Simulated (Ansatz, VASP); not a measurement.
## Mo3H in VASP and in Ansatz

```
H Mo
1.0
     2.87199    0.00000    0.00000
    -1.43600    2.48722    0.00000
     0.00000    0.00000    7.00030
H Mo
1 3
Direct
  0.00000 0.00000 0.50000
  0.66667 0.33333 0.67285
  0.33333 0.66667 0.32715
  0.00000 0.00000 0.00000
```

Alike in both runs: task single point; functional r2SCAN; k mesh 12 × 12 × 6; occupations gaussian, width 0.1 eV; no spin polarisation.

|  | VASP | Ansatz |
| --- | --- | --- |
| version | VASP 6.6.1 | Ansatz 0.2.0 |
| potentials or method | VASP PAW PBE potentials, release 64 (H, Mo_sv), cutoff 520 eV | scalar-relativistic, plane waves, PAW |
| valence electrons in the cell | 43 | 43 |

Ansatz gave:

```
gap on the k mesh at the Fermi level (eV) : none
pressure (GPa)                            : -2.8
rms of the force components (eV/Å)        : 0.014
```

Question: Which values does VASP return?

Answer: gap on the k mesh at the Fermi level (eV): none; pressure (GPa): -1.9; rms of the force components (eV/Å): 0.012.

VASP's potentials were made for PBE, not for r2SCAN. Atom by atom the forces differ by 0.002 eV/Å (rms over components). A gap of «none» marks a metal or a gap that the smearing closes.
